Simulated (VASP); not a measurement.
Wanted: the native input for a VASP 6.6.1 run.

```yaml
Task: single point
Functional: PBEsol
Potentials_or_basis: VASP PAW PBE potentials, release 64 (Zn, Se)
Cutoff: 500 eV
k_mesh: 8 × 8 × 8
Occupations: gaussian, width 0.02 eV
Spin: no spin polarisation
Dipole_correction: no
Further_INCAR_settings: ALGO = Normal; EDIFF = 1e-06; NBANDS = 16
```

The structure of ZnSe lies in POSCAR:

```
ZnSe
1.0
    0.0000000000      2.8658805314      2.8658805314
    2.8658805314      0.0000000000      2.8658805314
    2.8658805314      2.8658805314      0.0000000000
Zn Se
1 1
Direct
    0.0000000000      0.0000000000      0.0000000000
    0.7500000000      0.7500000000      0.7500000000
```

One way to write it, as run:

INCAR

```
PREC = Accurate
ENCUT = 500
EDIFF = 1E-6
ISMEAR = 0
SIGMA = 0.02
LREAL = False
LASPH = True
NELM = 120
ALGO = Normal
ISIF = 2
LWAVE = False
LCHARG = False
GGA = PS
NBANDS = 16
GGA_COMPAT = False
```

KPOINTS

```
regular mesh
0
Gamma
  8 8 8
```

Potentials or basis: VASP PAW PBE potentials, release 64 (Zn, Se).

Run with:

```sh
$ cat potpaw_PBE.64/Zn/POTCAR potpaw_PBE.64/Se/POTCAR > POTCAR
$ mpirun -np 1 vasp_std > vasp.out
```

It gave:

| Item | Value |
| --- | --- |
| Pressure | -2.8 GPa |
| Band gap on the k mesh | 1.04 eV, direct |

Caveat: the PAW data sets were made with another functional, which shifts forces and pressure a little.

It took 37 s on 1 thread of Intel Xeon 8259CL, on a shared host, peak memory 0.18 GiB.
